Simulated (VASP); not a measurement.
AlN: single point with PBE

The system is AlN.

```
Al N
1.0
     0.00000    1.98204    1.98204
     1.98204    0.00000    1.98204
     1.98204    1.98204    0.00000
Al N
1 1
Direct
  0.00000 0.00000 0.00000
  0.50000 0.50000 0.50000
```

| Quantity | Value |
| --- | --- |
| Program | VASP 6.6.1 |
| Task | single point |
| Functional | PBE |
| Potentials or basis | VASP PAW PBE potentials, release 64 (Al, N) |
| Cutoff | 600 eV |
| k mesh | 8 × 8 × 8 |
| Occupations | gaussian, width 0.01 eV |
| Spin | no spin polarisation |

```json
{
 "Pressure": "23.0 GPa",
 "Band gap on the k mesh": "5.19 eV, indirect (least direct gap 6.56 eV)"
}
```

Levels at points of the mesh, in eV from the valence-band top:
```tsv
k point	band 1	band 2	band 3	band 4	band 5	band 6	band 7	band 8	band 9
(0.00, 0.00, 0.00)	-18.11	0.00	0.00	0.00	6.56	12.36	12.36	12.36	17.66
(0.50, 0.00, 0.00)	-14.60	-8.69	-1.19	-1.19	6.52	11.49	11.49	14.20	16.77
(0.50, 0.50, 0.00)	-13.54	-7.79	-2.95	-2.95	5.19	5.20	14.79	18.21	18.21
```

It took 2.9 s on 1 thread of Intel(R) Xeon(R) Platinum 8559C (Emerald Rapids) (shared host), peak memory 0.13 GiB.

A k mesh can miss the band edges. As with any semilocal functional, this PBE gap is likely too small.
